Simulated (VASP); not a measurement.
Set up this calculation in VASP 6.6.1, as the native input.

- Task: single point
- Functional: PBEsol
- Potentials or basis: VASP PAW PBE potentials, release 64 (Li_sv)
- Cutoff: 520 eV
- k mesh: 22 × 22 × 22
- Occupations: gaussian, width 0.1 eV
- Spin: no spin polarisation
- Dipole correction: no
- Further INCAR settings: ALGO = Fast; EDIFF = 1e-07; NBANDS = 8

The structure of Li lies in POSCAR:

```
Li
1.0
   -1.7168702837      1.7168702837      1.7168702837
    1.7168702837     -1.7168702837      1.7168702837
    1.7168702837      1.7168702837     -1.7168702837
Li
1
Direct
    0.0000000000      0.0000000000      0.0000000000
```

One way to write it, as run:

INCAR

```
ALGO     = Fast           # electronic algorithm
EDIFF    = 1E-7           # SCF threshold, eV
ENCUT    = 520            # plane-wave cutoff, eV
GGA      = PS             # functional
ISIF     = 2              # what is computed and relaxed
ISMEAR   = 0              # smearing method
LASPH    = True           # aspherical terms in the spheres
LCHARG   = False          # write CHGCAR
LREAL    = False          # projectors in reciprocal space
LWAVE    = False          # write WAVECAR
NBANDS   = 8              # bands
NELM     = 100            # most SCF steps
PREC     = Accurate       # precision mode
SIGMA    = 0.1            # smearing width, eV
```

KPOINTS

```
k-points
0
Gamma
  22 22 22
```

Potentials or basis: VASP PAW PBE potentials, release 64 (Li_sv).

Run with:

```sh
$ cat potpaw_PBE.64/Li_sv/POTCAR > POTCAR
$ mpirun -np 1 vasp_std > vasp.out
```

It took 56 s on 1 thread of Intel(R) Xeon(R) Platinum 8259CL CPU @ 2.50GHz (Skylake/Cascade Lake) (shared host), peak memory 0.16 GiB.
